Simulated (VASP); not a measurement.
# Sc2BP3 (P-4m2) in VASP: a series of runs

Sc2BP3 is run at these levels: PBE; tasks: relaxation of cell and atoms, single point.

All numbers are computed with VASP 6.6.1; they aren't measurements. Logs are shortened: lines on timing, memory, paths and dates and some standing lists are left out, and cuts for length are marked.

### Step 1. The cell of the first run

Symmetry: P-4m2, No. 115, tetragonal system. The conventional cell has a = 3.605 Å, b = 3.605 Å, c = 7.953 Å, α = 90.00°, β = 90.00°, γ = 90.00°. Sc (site symmetry 2mm) has 7 P at 2.73 to 2.83 Å and 2 B at 2.75 Å within 3.6 Å. B (site symmetry -4m2) has 4 P at 2.55 Å and 4 Sc at 2.75 Å within 3.4 Å. Within 3.6 Å of P (site symmetry 2mm) lie 5 Sc at 2.73 to 2.83 Å and 6 P at 3.15 to 3.54 Å and 2 B at 3.54 Å. P (site symmetry -4m2) has 4 B at 2.55 Å and 4 Sc at 2.75 Å within 3.4 Å.

### Step 2. Relaxation of cell and atoms, PBE

INCAR reads:

```
ALGO = Normal
EDIFF = 1E-7
EDIFFG = -0.04
ENCUT = 600
GGA = PE
IBRION = 2
ISIF = 3
ISMEAR = 0
LASPH = True
LCHARG = False
LREAL = False
LWAVE = False
NELM = 80
NSW = 90
PREC = Accurate
SIGMA = 0.1
```

KPOINTS reads:

```
k-points
0
Gamma
  6 6 2
```

POSCAR reads:

```
Sc2BP3
1.0
    3.6048571100      0.0000000000      0.0000000000
    0.0000000000      3.6048571100      0.0000000000
    0.0000000000      0.0000000000      7.9526584300
Sc B P
2 1 3
Direct
    0.5000000000      0.0000000000      0.7391930200
    0.0000000000      0.5000000000      0.2608069800
    0.5000000000      0.5000000000      0.0000000000
    0.5000000000      0.0000000000      0.3837740100
    0.0000000000      0.5000000000      0.6162259900
    0.0000000000      0.0000000000      0.0000000000
```

Potentials or basis: VASP PAW PBE potentials, release 64 (Sc_sv, B, P).

On the command line:

```console
$ cat potpaw_PBE.64/Sc_sv/POTCAR potpaw_PBE.64/B/POTCAR potpaw_PBE.64/P/POTCAR > POTCAR
$ mpirun -np 1 vasp_std > vasp.out
```

OUTCAR:

```text
EDIFF = 1E-7
   EDIFFG = -0.04
   ENCUT = 600
   GGA = PE
   IBRION = 2
   ISIF = 3
   ISMEAR = 0
   LASPH = True
   LREAL = False
   NELM = 80
   NSW = 90
   PREC = Accurate

 ion  position               nearest neighbor table
   1  0.500  0.000  0.739-   5 2.73   5 2.73   5 2.73   5 2.73   3 2.75   6 2.75   6 2.75   3 2.75
                             4 2.83
   2  0.000  0.500  0.261-   4 2.73   4 2.73   4 2.73   4 2.73   6 2.75   3 2.75   6 2.75   3 2.75
                             5 2.83
   3  0.500  0.500  0.000-   6 2.55   6 2.55   6 2.55   6 2.55   2 2.75   2 2.75   1 2.75   1 2.75

   4  0.500  0.000  0.384-   2 2.73   2 2.73   2 2.73   2 2.73   1 2.83
   5  0.000  0.500  0.616-   1 2.73   1 2.73   1 2.73   1 2.73   2 2.83
   6  0.000  0.000  0.000-   3 2.55   3 2.55   3 2.55   3 2.55   2 2.75   1 2.75   1 2.75   2 2.75

  LATTYP: Found a simple tetragonal cell.
 ALAT       =     3.6048571100
 C/A-ratio  =     2.2060953284

  Lattice vectors:

 A1 = (   3.6048571100,   0.0000000000,   0.0000000000)
 A2 = (   0.0000000000,   3.6048571100,   0.0000000000)
 A3 = (   0.0000000000,   0.0000000000,   7.9526584300)

Analysis of symmetry for initial positions (statically):
=====================================================================
 Subroutine PRICEL returns:
 Original cell was already a primitive cell.

 Routine SETGRP: Setting up the symmetry group for a
 simple tetragonal supercell.

 Subroutine GETGRP returns: Found  8 space group operations
 (whereof  8 operations were pure point group operations)
 out of a pool of 16 trial point group operations.

The static configuration has the point symmetry D_2d.

Analysis of symmetry for dynamics (positions and initial velocities):
=====================================================================
 Subroutine PRICEL returns:
 Original cell was already a primitive cell.

 Routine SETGRP: Setting up the symmetry group for a
 simple tetragonal supercell.

 Subroutine GETGRP returns: Found  8 space group operations
 (whereof  8 operations were pure point group operations)
 out of a pool of 16 trial point group operations.

The dynamic configuration has the point symmetry D_2d.

 Subroutine INISYM returns: Found  8 space group operations
 (whereof  8 operations are pure point group operations),
 and found     1 'primitive' translations

----------------------------------------------------------------------------------------

                                     Primitive cell

  volume of cell :     103.3448

  direct lattice vectors                    reciprocal lattice vectors
     3.604857110  0.000000000  0.000000000     0.277403506  0.000000000  0.000000000
     0.000000000  3.604857110  0.000000000     0.000000000  0.277403506  0.000000000
     0.000000000  0.000000000  7.952658430     0.000000000  0.000000000  0.125744115

  length of vectors
     3.604857110  3.604857110  7.952658430     0.277403506  0.277403506  0.125744115

  position of ions in fractional coordinates (direct lattice)
     0.500000000  0.000000000  0.739193020
     0.000000000  0.500000000  0.260806980
     0.500000000  0.500000000  0.000000000
     0.500000000  0.000000000  0.383774010
     0.000000000  0.500000000  0.616225990
     0.000000000  0.000000000  0.000000000

  ion indices of the primitive-cell ions
   primitive index   ion index
                 1           1
                 2           2
                 3           3
                 4           4
                 5           5
                 6           6

----------------------------------------------------------------------------------------

 KPOINTS: k-points

Automatic generation of k-mesh.
 Grid dimensions read from file:
 generate k-points for:    6    6    2

 Generating k-lattice:

  Cartesian coordinates                     Fractional coordinates (reciprocal lattice)
     0.046233918  0.000000000  0.000000000     0.166666667  0.000000000  0.000000000
     0.000000000  0.046233918  0.000000000     0.000000000  0.166666667  0.000000000
     0.000000000  0.000000000  0.062872058     0.000000000  0.000000000  0.500000000

  Length of vectors
     0.046233918  0.046233918  0.062872058

  Shift w.r.t. Gamma in fractional coordinates (k-lattice)
     0.000000000  0.000000000  0.000000000

 Subroutine IBZKPT returns following result:
 ===========================================

 Found     20 irreducible k-points:

 Following reciprocal coordinates:
            Coordinates               Weight
  0.000000  0.000000  0.000000      1.000000
  0.166667  0.000000  0.000000      4.000000
  0.333333  0.000000  0.000000      4.000000
  0.500000  0.000000  0.000000      2.000000
  0.166667  0.166667  0.000000      4.000000
  0.333333  0.166667  0.000000      8.000000
[... 12 lines left out ...]
  0.500000  0.333333  0.500000      4.000000
  0.500000  0.500000  0.500000      1.000000
   k-points           NKPTS =     20   k-points in BZ     NKDIM =     20   number of bands    NBANDS=     24
   number of dos      NEDOS =    301   number of ions     NIONS =      6
   total plane-waves  NPLWV =  57600
   dimension x,y,z NGX =    30 NGY =   30 NGZ =   64
   dimension x,y,z NGXF=    60 NGYF=   60 NGZF=  128
   ions per type =               2   1   3
   NGX,Y,Z   is equivalent  to a cutoff of  13.84, 13.84, 13.38 a.u.
   NGXF,Y,Z  is equivalent  to a cutoff of  27.67, 27.67, 26.76 a.u.
 SYSTEM =  unknown system
   PREC   = accura    normal or accurate (medium, high low for compatibility)
   ISTART =      0    job   : 0-new  1-cont  2-samecut
   ICHARG =      2    charge: 1-file 2-atom 10-const
   ISPIN  =      1    spin polarized calculation?
   LNONCOLLINEAR =      F non collinear calculations
   LSORBIT =      F    spin-orbit coupling
   LASPH  =      T    aspherical Exc in radial PAW
   ENCUT  =  600.0 eV  44.10 Ry    6.64 a.u.   7.20  7.20 15.88*2*pi/ulx,y,z
   NELM   =     80;   NELMIN=  2; NELMDL= -5     # of ELM steps
   EDIFF  = 0.1E-06   stopping-criterion for ELM
   LREAL  =      F    real-space projection
   EDIFFG = -.4E-01   stopping-criterion for IOM
   NSW    =     90    number of steps for IOM
   IBRION =      2    ionic relax: 0-MD 1-quasi-New 2-CG
   NFREE  =      1    steps in history (QN), initial steepest desc. (CG)
   ISIF   =      3    stress and relaxation
   ISYM   =      2    0-nonsym 1-usesym 2-fastsym
   POTIM  = 0.5000    time-step for ionic-motion
   TEBEG  =    0.0;   TEEND  =   0.0 temperature during run
   PSTRESS=    0.0 pullay stress
   NELECT =      40.0000    total number of electrons
   NUPDOWN=      -1.0000    fix difference up-down
   EMIN   =  10.00;   EMAX   =-10.00  energy-range for DOS
   EFERMI =   0.00;   METHOD = LEGACY
   ISMEAR =     0;   SIGMA  =   0.10  broadening in eV -4-tet -1-fermi 0-gaus
   EFERMI_NEDOS =   21; number of points for ismear=-14 and -15
   IALGO  =     38    algorithm
   IMIX   =      4    mixing-type and parameters
     AMIX     =   0.40;   BMIX     =  1.00
     AMIX_MAG =   1.60;   BMIX_MAG =  1.00
  volume/ion in A,a.u.               =      17.22       116.23
  Fermi-wavevector in a.u.,A,eV,Ry     =   1.193068  2.254572 19.366699  1.423412
  Thomas-Fermi vector in A             =   2.329092
   LORBIT       =      0    0 simple, 1 ext, 2 COOP (PROOUT), +10 PAW based schemes
   GGA     = PE    functional components
   LHFCALC =     F    Hartree Fock is set to
   AEXX    =    0.0000 exact exchange contribution
   IVDW    =     0    specifies the selected vdW correction
   LEPSILON=     F    determine dielectric tensor
   LRPA    =     F    only Hartree local field effects (RPA)
 conjugate gradient relaxation of ions
 non-spin polarized calculation
 Gauss-broadening in eV      SIGMA  =   0.10
  energy-cutoff  :      600.00
  volume of cell :      103.34
 maximum number of plane-waves:      3488
 NGX is ok and might be reduce to    30
   NGX = 15   NGY = 15   NGZ = 31

--------------------------------------- Ionic step        1  -------------------------------------------

 number of electron      40.0000001 magnetization

 Free energy of the ion-electron system (eV)
  ---------------------------------------------------
  ext. energy  EPLUGINS =         0.00000000
  ---------------------------------------------------
  free energy    TOTEN  =       -37.12153963 eV

  energy without entropy =      -37.09903719  energy(sigma->0) =      -37.11028841

------------------------ aborting loop because EDIFF is reached ----------------------------------------

  FORCE on cell =-STRESS in cart. coord.  units (eV):
  Direction    XX          YY          ZZ          XY          YZ          ZX
  --------------------------------------------------------------------------------------
  -------------------------------------------------------------------------------------
  Total       -7.6173545     -7.6173545     -2.9681017      0.0000000      0.0000000      0.0000000
  in kB     -118.0935854   -118.0935854    -46.0151577      0.0000000      0.0000000      0.0000000
  external PRESSURE =     -94.0674428 kB  Pullay stress =       0.0000000 kB
[... 101 lines left out ...]
  FREE ENERGIE OF THE ION-ELECTRON SYSTEM (eV)
  ---------------------------------------------------
  free  energy   TOTEN  =       -37.5623656732 eV

  energy  without entropy=      -37.5415013412  energy(sigma->0) =      -37.55193351

[... ionic steps 4 to 9 ...]

--------------------------------------- Ionic step       10  -------------------------------------------

 number of electron      40.0000003 magnetization

------------------------ aborting loop because EDIFF is reached ----------------------------------------

  FORCE on cell =-STRESS in cart. coord.  units (eV):
  Direction    XX          YY          ZZ          XY          YZ          ZX
  --------------------------------------------------------------------------------------
  -------------------------------------------------------------------------------------
  Total        0.6990400      0.6990400     -0.4760450      0.0000000     -0.0000000      0.0000000
  in kB       12.8074676     12.8074676     -8.7218620      0.0000000     -0.0000000      0.0000000
  external PRESSURE =       5.6310244 kB  Pullay stress =       0.0000000 kB
[... 65 lines left out ...]
  energy  without entropy=      -38.0486285120  energy(sigma->0) =      -38.05738622

--------------------------------------- Ionic step       12  -------------------------------------------

 number of electron      40.0000004 magnetization

 Free energy of the ion-electron system (eV)
  ---------------------------------------------------
  ext. energy  EPLUGINS =         0.00000000
  ---------------------------------------------------
  free energy    TOTEN  =       -38.06818528 eV

  energy without entropy =      -38.04885933  energy(sigma->0) =      -38.05852231

 E-fermi :   7.0089     XC(G=0): -11.2812

 val. band max:        6.9814072363   @ k =   0.5000   0.5000   0.0000
 cond. band min:       7.0207845324   @ k =   0.5000   0.0000   0.0000
 fundamental gap:      0.0393772961
 Fermi energy:         7.0089295047

 k-point     1 :       0.0000    0.0000    0.0000
  band No.  band energies     occupation
      1     -41.4268      2.00000
      2     -41.4260      2.00000
      3     -20.2196      2.00000
      4     -20.1832      2.00000
      5     -19.9893      2.00000
      6     -19.9893      2.00000
[... 562 lines left out ...]
  FREE ENERGIE OF THE ION-ELECTRON SYSTEM (eV)
  ---------------------------------------------------
  free  energy   TOTEN  =       -38.0681852835 eV

  energy  without entropy=      -38.0488593311  energy(sigma->0) =      -38.05852231

 reached required accuracy - stopping structural energy minimisation
```

Wall time 5.9 min (1 thread of Intel Xeon 6975P-C (Granite Rapids), shared host); peak memory 0.28 GiB.

What came out:

```
Free energy                            : -38.0682 eV
Relaxed volume                         : 14.69 Å³/atom
Relaxed cell                           : a = 3.239 Å, b = 3.239 Å, c = 8.401 Å, α = 90.00°, β = 90.00°, γ = 90.00°
Space group after relaxing (to 0.05 Å) : P-4m2 (No. 115)
Energy gained by relaxing              : 157.8 meV/atom
Ionic steps                            : 12
Pressure after relaxing                : -0.2 GPa
Largest force after relaxing           : 0.036 eV/Å
Band gap on the k mesh                 : zero (band 20 reaches 7.89 eV, above the bottom of band 21 at 5.83 eV)
```

Forces on the atoms (eV/Å):
```
Sc   0.000  0.000 -0.002
Sc   0.000  0.000  0.002
B    0.000  0.000  0.000
P    0.000  0.000  0.036
P    0.000  0.000 -0.036
P    0.000  0.000  0.000
```

The path:
| step | energy change (eV) | largest force (eV/Å) | pressure (GPa) | volume (Å³) |
| --- | --- | --- | --- | --- |
| 1 | 0.0000 | 0.2052 | -9.41 | 103.34 |
| 2 | -0.4098 | 0.5866 | 4.60 | 88.90 |
| 3 | -0.4408 | 0.3870 | 1.03 | 91.58 |
| 4 | -0.5191 | 0.6884 | 0.82 | 91.60 |
| 5 | -0.5842 | 1.0047 | 0.62 | 91.50 |
| 6 | -0.6437 | 0.9523 | -0.47 | 91.87 |
| 7 | -0.7630 | 0.6657 | -3.72 | 92.91 |
| 8 | -0.8407 | 0.5426 | -2.84 | 91.45 |
| 9 | -0.9398 | 0.0790 | 0.69 | 87.34 |
| 10 | -0.9398 | 0.0841 | 0.56 | 87.45 |
| 11 | -0.9446 | 0.0626 | 0.20 | 87.77 |
| 12 | -0.9466 | 0.0364 | -0.22 | 88.16 |

Final structure:
```cif
data_structure
_symmetry_space_group_name_H-M 'P 1'
_symmetry_Int_Tables_number 1
_cell_length_a 3.2394
_cell_length_b 3.2394
_cell_length_c 8.4014
_cell_angle_alpha 90.000
_cell_angle_beta 90.000
_cell_angle_gamma 90.000
_cell_volume 88.16
loop_
_atom_site_label
_atom_site_type_symbol
_atom_site_fract_x
_atom_site_fract_y
_atom_site_fract_z
_atom_site_occupancy
Sc1 Sc 0.50000 0.00000 0.74830 1
Sc2 Sc 0.00000 0.50000 0.25170 1
B1 B 0.50000 0.50000 0.00000 1
P1 P 0.50000 0.00000 0.42050 1
P2 P 0.00000 0.50000 0.57950 1
P3 P 0.00000 0.00000 0.00000 1
```

Caveat: the k points lie up to 0.37 Å⁻¹ apart in the final cell.

### Step 3. Single point, PBE

This run uses another cell than the first one, of 14.64 Å³/atom, 0.850 times its volume.

INCAR reads:

```
  ALGO = Normal
  EDIFF = 1E-6
  ENCUT = 520
  GGA = PE
  ISIF = 2
  ISMEAR = 0
  LASPH = T
  LCHARG = T
  LELF = T
  LREAL = F
  LVHAR = T
  LWAVE = F
  NBANDS = 29
  NELM = 60
  PREC = Accurate
  SIGMA = 0.1
```

KPOINTS reads:

```
k-points
0
Gamma
  12 12 6
```

POSCAR reads:

```
Sc2BP3
1.0
    3.2379113071      0.0000000000      0.0000000000
    0.0000000000      3.2379113071      0.0000000000
    0.0000000000      0.0000000000      8.3798982647
Sc B P
2 1 3
Direct
    0.5000000000      0.0000000000      0.7502750111
    0.0000000000      0.5000000000      0.2497249889
    0.5000000000      0.5000000000      0.0000000000
    0.5000000000      0.0000000000      0.4199618731
    0.0000000000      0.5000000000      0.5800381269
    0.0000000000      0.0000000000      0.0000000000
```

Potentials or basis: VASP PAW PBE potentials, release 64 (Sc_sv, B, P).

On the command line:

```console
$ cat potpaw_PBE.64/Sc_sv/POTCAR potpaw_PBE.64/B/POTCAR potpaw_PBE.64/P/POTCAR > POTCAR
$ mpirun -np 1 vasp_std > vasp.out
```

It took 1.9 min on 1 thread of Intel Xeon 6975P-C (Granite Rapids), shared host; peak memory 0.36 GiB.

The run converged. Its results:

```yaml
Free_energy: -38.0849 eV
Pressure: 0.1 GPa
Largest_force: 0.010 eV/Å
Band_gap_on_the_k_mesh: zero (band 20 reaches 7.90 eV, above the bottom of band 21 at 5.79 eV)
```

Forces in eV/Å, atoms in the order of the input:
```
Sc   0.000  0.000  0.000
Sc   0.000  0.000  0.000
B    0.000  0.000  0.000
P    0.000  0.000  0.010
P    0.000  0.000 -0.010
P    0.000  0.000  0.000
```

Stress tensor (GPa, compression positive):
```
0.09 0.00 0.00
0.00 0.09 0.00
0.00 0.00 0.25
```

Levels at points of the mesh, in eV from the Fermi level:
| k point | band 17 | band 18 | band 19 | band 20 | band 21 | band 22 | band 23 | band 24 |
| --- | --- | --- | --- | --- | --- | --- | --- | --- |
| (0.00, 0.00, 0.00) | -1.72 | -1.34 | -0.23 | -0.04 | 1.29 | 1.70 | 1.70 | 1.71 |
| (0.50, 0.00, 0.00) | -0.49 | -0.35 | -0.08 | -0.05 | 0.46 | 0.91 | 2.53 | 3.02 |
| (0.50, 0.50, 0.00) | -2.83 | -2.83 | -2.09 | -1.45 | -1.15 | -0.07 | 3.69 | 3.69 |
| (0.00, 0.00, 0.50) | -1.97 | -1.26 | -0.34 | -0.30 | 0.82 | 2.05 | 2.05 | 2.30 |
| (0.50, 0.00, 0.50) | -0.27 | -0.23 | -0.15 | -0.01 | 0.88 | 1.25 | 2.73 | 2.85 |
| (0.50, 0.50, 0.50) | -2.51 | -2.51 | -1.90 | -1.34 | -1.32 | -0.21 | 2.39 | 2.39 |
